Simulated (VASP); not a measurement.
A run of VASP 6.6.1 is set up as follows.

Contents of INCAR:

```
PREC = Accurate
ENCUT = 520
EDIFF = 1E-6
ISMEAR = 0
SIGMA = 0.15
LREAL = False
LASPH = True
NELM = 60
ALGO = Normal
ISIF = 2
LWAVE = False
LCHARG = False
GGA = PE
NBANDS = 13
```

The input KPOINTS:

```
regular mesh
0
Gamma
  20 20 20
```

File POSCAR:

```
Ru
1.0
    0.0000000000      1.9765246908      1.9765246908
    1.9765246908      0.0000000000      1.9765246908
    1.9765246908      1.9765246908      0.0000000000
Ru
1
Direct
    0.0000000000      0.0000000000      0.0000000000
```

Potentials or basis: VASP PAW PBE potentials, release 64 (Ru_pv).

Run with:

```console
$ cat potpaw_PBE.64/Ru_pv/POTCAR > POTCAR
$ mpirun -np 1 vasp_std > vasp.out
```

Q: Estimate the band gap on the k mesh.

A: Zero (band 7 reaches 12.37 eV, above the bottom of band 8 at 9.44 eV).

Q: What does it give for the pressure?

A: -25.7 GPa.
